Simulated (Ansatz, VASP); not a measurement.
## Two plane-wave programs on Ga

File INCAR:

```
PREC = Accurate
ENCUT = 520
EDIFF = 1E-6
ISMEAR = -1
SIGMA = 0.05
LREAL = F
LASPH = T
NELM = 80
ALGO = Fast
ISIF = 2
LWAVE = F
LCHARG = F
NBANDS = 34
```

File KPOINTS:

```
regular mesh
0
Gamma
  7 7 6
```

POSCAR

```
Ga
1.0
    2.2463216903     -3.8047911717      0.0000000000
    2.2463216903      3.8047911717      0.0000000000
    0.0000000000      0.0000000000      4.4936366690
Ga
4
Direct
    0.3451000000      0.6549000000      0.4190000000
    0.1549000000      0.8451000000      0.9190000000
    0.6549000000      0.3451000000      0.5810000000
    0.8451000000      0.1549000000      0.0810000000
```

File input.yaml:

```yaml
crystal:
  lattice:
    - [2.2463216903, -3.8047911717, 0.0]
    - [2.2463216903, 3.8047911717, 0.0]
    - [0.0, 0.0, 4.493636669]
  atoms:
    - { symbol: Ga, position: [0.3451, 0.6549, 0.419] }
    - { symbol: Ga, position: [0.1549, 0.8451, 0.919] }
    - { symbol: Ga, position: [0.6549, 0.3451, 0.581] }
    - { symbol: Ga, position: [0.8451, 0.1549, 0.081] }
hamiltonian:
  xc: lda
  pseudopotentials: { kind: paw }
kpoints:
  mp_grid: { grid: [7, 7, 6] }
scf:
  occupations: { method: fermi_dirac, width: 0.05 }
output:
  forces: true
  stress: true
  eigenvalues: true
```

Alike in both runs: task single point; functional LDA; k mesh 7 × 7 × 6; occupations fermi-dirac, width 0.05 eV; no spin polarisation.

|  | VASP | Ansatz |
| --- | --- | --- |
| version | VASP 6.6.1 | Ansatz 0.2.0 |
| potentials or method | VASP PAW LDA potentials, release 64 (Ga_d) | Ansatz PAW |
| plane-wave cutoff (eV) | 520 | 420 |
| valence electrons in the cell | 52 | 52 |

|  | VASP | Ansatz | Ansatz less VASP |
| --- | --- | --- | --- |
| gap on the k mesh at the Fermi level (eV) | none | none | - |
| pressure (GPa) | -2.5 | -2.7 | -0.15 |
| traceless stress, the component that is largest in VASP (GPa) | -0.86 | -0.82 | +0.037 |
| rms of the force components (eV/Å) | 0.082 | 0.082 | -0.0007 |

LDA's correlation is that of Perdew and Zunger in VASP and of Perdew and Wang (1992) in Ansatz. Atom by atom the forces differ by 0.001 eV/Å (rms over components). A gap of «none» marks a metal or a gap that the smearing closes.
